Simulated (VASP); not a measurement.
Set up this calculation in VASP 6.6.1, as the native input.

```
Task                   : single point
Functional             : PBE
Potentials or basis    : VASP PAW PBE potentials, release 64 (Mg)
Cutoff                 : 520 eV
k mesh                 : 4 × 4 × 4, shifted
Occupations            : gaussian, width 0.1 eV
Spin                   : no spin polarisation
Dipole correction      : no
Further INCAR settings : LREAL = Auto; ALGO = Fast; EDIFF = 1e-06; NBANDS = 30; ISYM = 0
```

The structure of Mg lies in POSCAR:

```
Mg
1.0
    4.4885120000     -4.4885120000     -4.4885120000
   -4.4885120000     -4.4885120000      4.4885120000
   -4.4885120000      4.4885120000     -4.4885120000
Mg
16
Direct
    0.7500000000      0.0000000000      0.2500000000
    0.7500000000      0.2500000000      0.0000000000
    0.7500000000      0.5000000000      0.7500000000
    0.5000000000      0.0000000000      0.5000000000
    0.7500000000      0.7500000000      0.5000000000
    0.5000000000      0.2500000000      0.2500000000
    0.5000000000      0.5000000000      0.0000000000
    0.2500000000      0.0000000000      0.7500000000
    0.5000000000      0.7500000000      0.7500000000
    0.2500000000      0.2500000000      0.5000000000
    0.2500000000      0.5000000000      0.2500000000
    0.0000000000      0.0000000000      0.0000000000
    0.2500000000      0.7500000000      0.0000000000
    0.0000000000      0.2500000000      0.7500000000
    0.0000000000      0.5000000000      0.5000000000
    0.0000000000      0.7500000000      0.2500000000
```

This isn't the form of Mg at room conditions, which is hcp.

These files were run (other wordings do the same):

INCAR

```
PREC = Accurate ; ENCUT = 520
EDIFF = 1E-6 ; ISMEAR = 0
SIGMA = 0.1 ; LREAL = Auto
LASPH = True ; NELM = 100
ALGO = Fast ; ISIF = 2
LWAVE = False ; LCHARG = False
GGA = PE ; NBANDS = 30
ISYM = 0
```

KPOINTS

```
Automatic mesh
0
Gamma
  4 4 4
  0.5 0.5 0.5
```

Potentials or basis: VASP PAW PBE potentials, release 64 (Mg).

Launch:

```bash
$ cat potpaw_PBE.64/Mg/POTCAR > POTCAR
$ mpirun -np 1 vasp_std > vasp.out
```

It gave:

The pressure is 0.8 GPa and the band gap on the k mesh is zero (bands 16 and 17 overlap by 0.53 eV).

It took 4 min on 1 thread of Intel(R) Xeon(R) Platinum 8488C (Sapphire Rapids) (shared host), peak memory 0.58 GiB.
